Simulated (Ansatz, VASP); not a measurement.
# One calculation of Ge, two programs

```xyz
2
Lattice="0.0000 2.8805 2.8805 2.8805 0.0000 2.8805 2.8805 2.8805 0.0000" Properties=species:S:1:pos:R:3 pbc="T T T"
Ge    2.9555    2.8805    2.8805
Ge    4.2458    4.3208    4.3208
```

Change from the starting cell: mode 4 (273.8 1/cm) frozen in, largest displacement +0.075 Å.

Alike in both runs: task single point; functional PBE; k mesh 18 × 18 × 18; occupations gaussian, width 0.15 eV; no spin polarisation.

```csv
,VASP,Ansatz
version,VASP 6.6.1,Ansatz 0.2.0
potentials or method,"VASP PAW PBE potentials, release 64 (Ge_d), cutoff 520 eV","scalar-relativistic, plane waves, PAW"
valence electrons in the cell,28,28
```

VASP gave:

| Quantity | Value |
| --- | --- |
| gap on the k mesh at the Fermi level (eV) | none |
| pressure (GPa) | 0.5 |
| traceless stress, the component that is largest in VASP (GPa) | 3.79 |
| rms of the force components (eV/Å) | 0.856 |

Q: Estimate Ansatz's values.

A: gap on the k mesh at the Fermi level (eV): none; pressure (GPa): 0.7; traceless stress, the component that is largest in VASP (GPa): 3.81; rms of the force components (eV/Å): 0.856.

Atom by atom the forces differ by 0.001 eV/Å (rms over components). A gap of «none» marks a metal or a gap that the smearing closes. The functional is the same, so the differences come from potentials, cutoffs and numerics.
